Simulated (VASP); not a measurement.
## AlInSbN2: single point with PBE

AlInSbN2:

```
Al In Sb N
1.0
     3.20457    0.00000    0.00000
    -1.60228    2.77524    0.00000
     0.00000    0.00000    9.20956
Al In Sb N
1 1 1 2
Direct
  0.00000 0.00000 0.36076
  0.33333 0.66667 0.04885
  0.66667 0.33333 0.70296
  0.66667 0.33333 0.31200
  0.00000 0.00000 0.57543
```

```
Program                : VASP 6.6.1
Task                   : single point
Functional             : PBE
Potentials or basis    : VASP PAW PBE potentials, release 64 (Al, In_d, Sb, N)
Cutoff                 : 520 eV
k mesh                 : 6 × 6 × 4
Occupations            : gaussian, width 0.1 eV
Spin                   : no spin polarisation
Dipole correction      : no
Further INCAR settings : ALGO = Normal; EDIFF = 1e-06; NBANDS = 24
```

- Pressure: -0.1 GPa
- Largest force: 0.030 eV/Å

Forces on the atoms (eV/Å):
```
Al   0.000  0.000 -0.009
In   0.000  0.000  0.017
Sb   0.000  0.000  0.008
N    0.000  0.000  0.015
N    0.000  0.000 -0.030
```

Stress tensor (GPa, compression positive):
```
-0.20  0.00  0.00
 0.00 -0.20  0.00
 0.00  0.00  0.03
```

Levels at points of the mesh, in eV from the Fermi level:
```tsv
k point	band 11	band 12	band 13	band 14	band 15	band 16	band 17	band 18	band 19	band 20
(0.00, 0.00, 0.00)	-2.67	-2.67	-1.76	-1.76	-1.33	-0.11	2.84	5.37	5.44	5.44
(0.50, 0.00, 0.00)	-4.07	-4.03	-2.55	-2.35	-2.23	-0.98	-0.41	3.29	3.73	4.29
(0.00, 0.00, 0.50)	-3.02	-2.67	-2.67	-1.76	-1.76	1.16	2.40	5.11	5.44	5.44
(0.50, 0.00, 0.50)	-4.03	-3.67	-3.02	-2.74	-2.55	-0.49	0.21	2.76	3.54	4.35
```

It took 20 s on 1 thread of Intel(R) Xeon(R) 6975P-C (Granite Rapids), on a shared host, peak memory 0.22 GiB.

Caveat: the k points lie up to 0.38 Å⁻¹ apart; spin-orbit coupling is left out, which moves the levels of the heavy elements.
